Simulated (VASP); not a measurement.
# ZnO (P6_3mc) in VASP: notebook

The runs below take ZnO through single point, with PBEsol.

Program: VASP 6.6.1. These are calculated values, not measurements. Logs are shortened: lines on timing, memory, paths and dates and some standing lists are left out, and cuts for length are marked.

**1. The cell of the first run**

The structure is hexagonal, space group P6_3mc (No. 186). Conventional cell: a = 3.231 Å, b = 3.231 Å, c = 5.216 Å, α = 90.00°, β = 90.00°, γ = 120.00°. Within 2.5 Å of Zn (site symmetry 3m) lie 4 O at 1.90 to 2.26 Å. Within 2.5 Å of O (site symmetry 3m) lie 4 Zn at 1.90 to 2.26 Å.

**2. Single point, PBEsol (atoms displaced along a vibrational mode)**

File INCAR:

```
  PREC = Accurate
  ENCUT = 520
  EDIFF = 1E-6
  ISMEAR = 0
  SIGMA = 0.01
  LREAL = F
  LASPH = T
  NELM = 80
  ALGO = Normal
  ISIF = 2
  LWAVE = F
  LCHARG = F
  GGA = PS
  NBANDS = 26
```

File KPOINTS:

```
Automatic mesh
0
Gamma
  15 15 8
```

File POSCAR:

```
ZnO
1.0
    3.2308811898      0.0000000000      0.0000000000
   -1.6154405949      2.7980251869      0.0000000000
    0.0000000000      0.0000000000      5.2157897621
Zn O
2 2
Direct
    0.3333333333      0.6666666667     -0.0257051535
    0.6666666667      0.3333333333      0.4742948465
    0.3333333333      0.6666666667      0.4077051535
    0.6666666667      0.3333333333      0.9077051535
```

Potentials or basis: VASP PAW PBE potentials, release 64 (Zn, O).

Command:

```
> cat potpaw_PBE.64/Zn/POTCAR potpaw_PBE.64/O/POTCAR > POTCAR
> mpirun -np 1 vasp_std > vasp.out
```

OUTCAR:

```text
PREC = Accurate
   ENCUT = 520
   EDIFF = 1E-6
   ISMEAR = 0
   LREAL = F
   LASPH = T
   NELM = 80
   ISIF = 2
   GGA = PS

 ion  position               nearest neighbor table
   1  0.333  0.667  0.974-   4 1.90   4 1.90   4 1.90   3 2.26
   2  0.667  0.333  0.474-   3 1.90   3 1.90   3 1.90   4 2.26
   3  0.333  0.667  0.408-   2 1.90   2 1.90   2 1.90   1 2.26
   4  0.667  0.333  0.908-   1 1.90   1 1.90   1 1.90   2 2.26

  LATTYP: Found a hexagonal cell.
 ALAT       =     3.2308811898
 C/A-ratio  =     1.6143551730

  Lattice vectors:

 A1 = (   3.2308811898,   0.0000000000,   0.0000000000)
 A2 = (  -1.6154405949,   2.7980251869,   0.0000000000)
 A3 = (   0.0000000000,   0.0000000000,   5.2157897621)

Analysis of symmetry for initial positions (statically):
=====================================================================
 Subroutine PRICEL returns:
 Original cell was already a primitive cell.

 Routine SETGRP: Setting up the symmetry group for a
 hexagonal supercell.

 Subroutine GETGRP returns: Found 12 space group operations
 (whereof  6 operations were pure point group operations)
 out of a pool of 24 trial point group operations.

The static configuration has the point symmetry C_3v.
 The point group associated with its full space group is C_6v.

Analysis of symmetry for dynamics (positions and initial velocities):
=====================================================================
 Subroutine PRICEL returns:
 Original cell was already a primitive cell.

 Routine SETGRP: Setting up the symmetry group for a
 hexagonal supercell.

 Subroutine GETGRP returns: Found 12 space group operations
 (whereof  6 operations were pure point group operations)
 out of a pool of 24 trial point group operations.

The dynamic configuration has the point symmetry C_3v.
 The point group associated with its full space group is C_6v.

 Subroutine INISYM returns: Found 12 space group operations
 (whereof  6 operations are pure point group operations),
 and found     1 'primitive' translations

----------------------------------------------------------------------------------------

                                     Primitive cell

  volume of cell :      47.1512

  direct lattice vectors                    reciprocal lattice vectors
     3.230881190  0.000000000  0.000000000     0.309513084  0.178697462  0.000000000
    -1.615440595  2.798025187  0.000000000     0.000000000  0.357394924  0.000000000
     0.000000000  0.000000000  5.215789762     0.000000000  0.000000000  0.191725519
[... 88 lines left out ...]
   EDIFF  = 0.1E-05   stopping-criterion for ELM
   LREAL  =      F    real-space projection
   EDIFFG = 0.1E-04   stopping-criterion for IOM
   NSW    =      0    number of steps for IOM
   IBRION =     -1    ionic relax: 0-MD 1-quasi-New 2-CG
   NFREE  =      0    steps in history (QN), initial steepest desc. (CG)
   ISIF   =      2    stress and relaxation
   ISYM   =      2    0-nonsym 1-usesym 2-fastsym
   POTIM  = 0.5000    time-step for ionic-motion
   TEBEG  =    0.0;   TEEND  =   0.0 temperature during run
   PSTRESS=    0.0 pullay stress
   NELECT =      36.0000    total number of electrons
   NUPDOWN=      -1.0000    fix difference up-down
   EMIN   =  10.00;   EMAX   =-10.00  energy-range for DOS
   EFERMI =   0.00;   METHOD = LEGACY
   ISMEAR =     0;   SIGMA  =   0.01  broadening in eV -4-tet -1-fermi 0-gaus
   EFERMI_NEDOS =   21; number of points for ismear=-14 and -15
   IALGO  =     38    algorithm
   IMIX   =      4    mixing-type and parameters
     AMIX     =   0.40;   BMIX     =  1.00
     AMIX_MAG =   1.60;   BMIX_MAG =  1.00
  volume/ion in A,a.u.               =      11.79        79.55
  Fermi-wavevector in a.u.,A,eV,Ry     =   1.496275  2.827550 30.461254  2.238839
  Thomas-Fermi vector in A             =   2.608312
   LORBIT       =      0    0 simple, 1 ext, 2 COOP (PROOUT), +10 PAW based schemes
   GGA     = PS    functional components
   LHFCALC =     F    Hartree Fock is set to
   AEXX    =    0.0000 exact exchange contribution
   IVDW    =     0    specifies the selected vdW correction
   LEPSILON=     F    determine dielectric tensor
   LRPA    =     F    only Hartree local field effects (RPA)
 non-spin polarized calculation
 Gauss-broadening in eV      SIGMA  =   0.01
  energy-cutoff  :      520.00
  volume of cell :       47.15
 maximum number of plane-waves:      1296
   NGX = 13   NGY = 13   NGZ = 19

 number of electron      36.0000015 magnetization

 Free energy of the ion-electron system (eV)
  ---------------------------------------------------
  ext. energy  EPLUGINS =         0.00000000
  ---------------------------------------------------
  free energy    TOTEN  =       -19.12539279 eV

  energy without entropy =      -19.12539279  energy(sigma->0) =      -19.12539279

 E-fermi :   1.3718     XC(G=0): -11.2251

 val. band max:        1.2559862033   @ k =   0.0000   0.0000   0.0000
 cond. band min:       2.0235117991   @ k =   0.0000   0.0000   0.0000
 fundamental gap:      0.7675255957
 Fermi energy:         1.3718000505

 k-point     1 :       0.0000    0.0000    0.0000
  band No.  band energies     occupation
      1     -17.0545      2.00000
      2     -16.3507      2.00000
      3      -4.9527      2.00000
      4      -4.9527      2.00000
      5      -4.9350      2.00000
      6      -4.9350      2.00000
[... 685 lines left out ...]
     25      13.3821      0.00000
     26      14.7691      0.00000

 [... further k-points ...]

------------------------ aborting loop because EDIFF is reached ----------------------------------------

  FORCE on cell =-STRESS in cart. coord.  units (eV):
  Direction    XX          YY          ZZ          XY          YZ          ZX
  --------------------------------------------------------------------------------------
  -------------------------------------------------------------------------------------
  Total        2.8059318      2.8059318     -1.5649990      0.0000000      0.0000000      0.0000000
  in kB       95.3443586     95.3443586    -53.1779944      0.0000000      0.0000000      0.0000000
  external PRESSURE =      45.8369076 kB  Pullay stress =       0.0000000 kB

 VOLUME and BASIS-vectors are now :
 -----------------------------------------------------------------------------
  energy-cutoff  :      520.00
  volume of cell :       47.15
      direct lattice vectors                 reciprocal lattice vectors
     3.230881190  0.000000000  0.000000000     0.309513084  0.178697462  0.000000000
    -1.615440595  2.798025187  0.000000000     0.000000000  0.357394924  0.000000000
     0.000000000  0.000000000  5.215789762     0.000000000  0.000000000  0.191725519

 POSITION                                       TOTAL-FORCE (eV/Angst)
 -----------------------------------------------------------------------------------
     -0.00000      1.86535      5.08172        -0.000000      0.000000      0.669711
      1.61544      0.93268      2.47382         0.000000     -0.000000      0.669711
     -0.00000      1.86535      2.12650        -0.000000      0.000000     -0.669711
      1.61544      0.93268      4.73440         0.000000      0.000000     -0.669711
 -----------------------------------------------------------------------------------
    total drift:                               -0.000001     -0.000002     -0.001479

  FREE ENERGIE OF THE ION-ELECTRON SYSTEM (eV)
  ---------------------------------------------------
  free  energy   TOTEN  =       -19.1253927937 eV

  energy  without entropy=      -19.1253927937  energy(sigma->0) =      -19.12539279
```

stdout:

```text
POSCAR found type information on POSCAR ZnO
 POSCAR found :  2 types and       4 ions
 scaLAPACK will be used
 -----------------------------------------------------------------------------
|                                                                             |
|                                                                             |
|     You enforced a specific xc type in the INCAR file but a different       |
|     I HOPE YOU KNOW WHAT YOU ARE DOING!                                     |
|                                                                             |
 -----------------------------------------------------------------------------

 LDA part: xc-table for (Slater+PW92), standard interpolation
 POSCAR, INCAR and KPOINTS ok, starting setup
 FFT: planning ... GRIDC
 FFT: planning ... GRID_SOFT
 FFT: planning ... GRID
 WAVECAR not read
 entering main loop
```

Run time: 1.7 min. Hardware: 1 thread of Intel Xeon Platinum 8488C (Sapphire Rapids), shared host; peak memory 0.25 GiB.

Results:

```
Free energy            : -19.1254 eV
Pressure               : 4.6 GPa
Largest force          : 0.670 eV/Å
Band gap on the k mesh : 0.77 eV
```

Forces in eV/Å, atoms in the order of the input:
```
Zn   0.000  0.000  0.670
Zn   0.000  0.000  0.670
O    0.000  0.000 -0.670
O    0.000  0.000 -0.670
```

Caveat: the cell differs from its parent crystal (atoms displaced along a vibrational mode); the cell stands under pressure; the PAW data sets were made with another functional, which shifts forces and pressure a little; an odd mesh through Γ misses points on the zone boundary, where band edges can lie.

**3. Single point, PBEsol (atoms displaced along a vibrational mode)**

File INCAR:

```
SYSTEM = ZnO
PREC     = Accurate       ! precision mode
ENCUT    = 520            ! plane-wave cutoff, eV
EDIFF    = 1E-6           ! SCF threshold, eV
ISMEAR   = 0              ! smearing method
SIGMA    = 0.01           ! smearing width, eV
LREAL    = .FALSE.        ! projectors in reciprocal space
LASPH    = .TRUE.         ! aspherical terms in the spheres
NELM     = 100            ! most SCF steps
ALGO     = Normal         ! electronic algorithm
ISIF     = 2              ! what is computed and relaxed
LWAVE    = .FALSE.        ! write WAVECAR
LCHARG   = .FALSE.        ! write CHGCAR
GGA      = PS             ! functional
NBANDS   = 26             ! bands
```

File KPOINTS:

```
regular mesh
0
G
  15 15 8
  0 0 0
```

File POSCAR:

```
ZnO
1.0
    3.2308811898      0.0000000000      0.0000000000
   -1.6154405949      2.7980251869      0.0000000000
    0.0000000000      0.0000000000      5.2157897621
Zn O
2 2
Direct
    0.3333333333      0.6666666667     -0.0347855662
    0.6666666667      0.3333333333      0.4652144338
    0.3333333333      0.6666666667      0.4167855662
    0.6666666667      0.3333333333      0.9167855662
```

Potentials or basis: VASP PAW PBE potentials, release 64 (Zn, O).

Command:

```
> cat potpaw_PBE.64/Zn/POTCAR potpaw_PBE.64/O/POTCAR > POTCAR
> mpirun -np 1 vasp_std > vasp.out
```

Wall time 2.1 min (1 thread of Intel Xeon Platinum 8488C (Sapphire Rapids), shared host); peak memory 0.25 GiB.

Results (log left out):

```yaml
Free_energy: -19.0067 eV
Pressure: 6.2 GPa
Largest_force: 0.568 eV/Å
Band_gap_on_the_k_mesh: 0.79 eV
```

Forces in eV/Å, atoms in the order of the input:
```
Zn   0.000  0.000  0.568
Zn   0.000  0.000  0.568
O    0.000  0.000 -0.568
O    0.000  0.000 -0.568
```

Stress tensor (GPa, compression positive):
```
11.79  0.00  0.00
 0.00 11.79  0.00
 0.00  0.00 -4.95
```

Levels at points of the mesh, in eV from the valence-band top:
```tsv
k point	band 16	band 17	band 18	band 19	band 20	band 21
(0.00, 0.00, 0.00)	-0.39	0.00	0.00	0.79	4.76	7.78
(0.00, 0.00, 0.50)	-0.19	-0.19	-0.19	3.25	3.25	9.56
```

Caveat: the cell differs from its parent crystal (atoms displaced along a vibrational mode); the cell stands under pressure; the PAW data sets were made with another functional, which shifts forces and pressure a little; an odd mesh through Γ misses points on the zone boundary, where band edges can lie.
